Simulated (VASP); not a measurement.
AlN, 48 atoms in the cell. It takes space group P6_3mc (No. 186, hexagonal). The conventional cell has a = 3.113 Å, b = 3.113 Å, c = 4.981 Å, α = 90.00°, β = 90.00°, γ = 120.00°. Within 2.5 Å of Al (site symmetry 3m) lie 4 N at 1.89 Å. Within 2.5 Å of N (site symmetry 3m) lie 4 Al at 1.89 Å. 

| Item | Value |
| --- | --- |
| Program | VASP 6.6.1 |
| Task | single point |
| Functional | PBE |
| Potentials or basis | VASP PAW PBE potentials, release 64 (Al, N) |
| Cutoff | 520 eV |
| k mesh | 2 × 2 × 2 |
| Occupations | gaussian, width 0.05 eV |
| Spin | no spin polarisation |
| Dipole correction | no |
| Further INCAR settings | LREAL = Auto; ALGO = Normal; EDIFF = 1e-07; NBANDS = 126 |

Potentials or basis: VASP PAW PBE potentials, release 64 (Al, N).

Command:

```bash
$ cat potpaw_PBE.64/Al/POTCAR potpaw_PBE.64/N/POTCAR > POTCAR
$ mpirun -np 1 vasp_std > vasp.out
```

Hardware: 1 thread of Intel(R) Xeon(R) Platinum 8259CL CPU @ 2.50GHz (Skylake/Cascade Lake) (shared host).

Estimate the wall time of this run.

It took 9 min on 1 thread of Intel(R) Xeon(R) Platinum 8259CL CPU @ 2.50GHz (Skylake/Cascade Lake), with other jobs on the host, peak memory 0.62 GiB. Counts: scf iterations 17, k points 5.
